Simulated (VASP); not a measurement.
A run of VASP 6.6.1 is set up as follows.

File INCAR:

```
ALGO = Normal
EDIFF = 1E-6
EDIFFG = -0.005
ENCUT = 600
GGA = PE
IBRION = 2
ISIF = 3
ISMEAR = 0
LASPH = True
LCHARG = False
LREAL = False
LWAVE = False
NELM = 60
NSW = 60
PREC = Accurate
SIGMA = 0.02
```

Contents of KPOINTS:

```
k-points
0
Gamma
  6 6 4
```

Contents of POSCAR:

```
GaN
1.0
    3.1900000000      0.0000000000      0.0000000000
   -1.5950000000      2.7626210381      0.0000000000
    0.0000000000      0.0000000000      5.1890000000
Ga N
2 2
Direct
    0.3333333333      0.6666666667      0.0000000000
    0.6666666667      0.3333333333      0.5000000000
    0.3333333333      0.6666666667      0.3770000000
    0.6666666667      0.3333333333      0.8770000000
```

Potentials or basis: VASP PAW PBE potentials, release 64 (Ga_d, N).

Command:

```sh
$ cat potpaw_PBE.64/Ga_d/POTCAR potpaw_PBE.64/N/POTCAR > POTCAR
$ mpirun -np 1 vasp_std > vasp.out
```

Question: Predict the space group after relaxing (to 0.1 Å).

Answer: P6_3mc (No. 186).

Question: Predict the relaxed volume.

Answer: 11.76 Å³/atom.

Question: What does it give for the relaxed cell?

Answer: a = 3.219 Å, b = 3.219 Å, c = 5.241 Å, α = 90.00°, β = 90.00°, γ = 120.00°.

Final structure:
```
CELL_PARAMETERS angstrom
3.21867 0.00000 0.00000
-1.60933 2.78745 0.00000
0.00000 0.00000 5.24126
ATOMIC_POSITIONS crystal
Ga 0.33333 0.66667 0.00006
Ga 0.66667 0.33333 0.50006
N 0.33333 0.66667 0.37694
N 0.66667 0.33333 0.87694
```
